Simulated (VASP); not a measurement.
The system is Si.

```
Si
1.0
     0.00000    2.73500    2.73500
     2.73500    0.00000    2.73500
     2.73500    2.73500    0.00000
Si
2
Direct
  0.00000 0.00000 0.00000
  0.25000 0.25000 0.25000
```

Program: VASP 6.6.1. Alike in all runs: task single point; potentials or basis VASP PAW PBE potentials, release 64 (Si); cell as given; smearing fermi-dirac 0.02 eV.

Order these runs on this cell by their pressure, lowest first.
A. level HSE06; spin off; k mesh 8 × 8 × 8; cutoff (eV) 520; grid for exact exchange (PRECFOCK) Normal; share of exact exchange 0.25; screening parameter 0.2079 1/Å
B. level PBE; spin non-collinear, zero start, SOC; k mesh 6 × 6 × 6; cutoff (eV) 500
C. level HSE06; spin off; k mesh 2 × 2 × 2; cutoff (eV) 400; grid for exact exchange (PRECFOCK) Normal; share of exact exchange 0.25; screening parameter 0.2079 1/Å

A (-1.9 GPa), B (0.0 GPa), C (5.1 GPa).

Caveats: some runs use coarse meshes; the PAW data sets were made with another functional, which shifts forces and pressure a little (at least some runs).
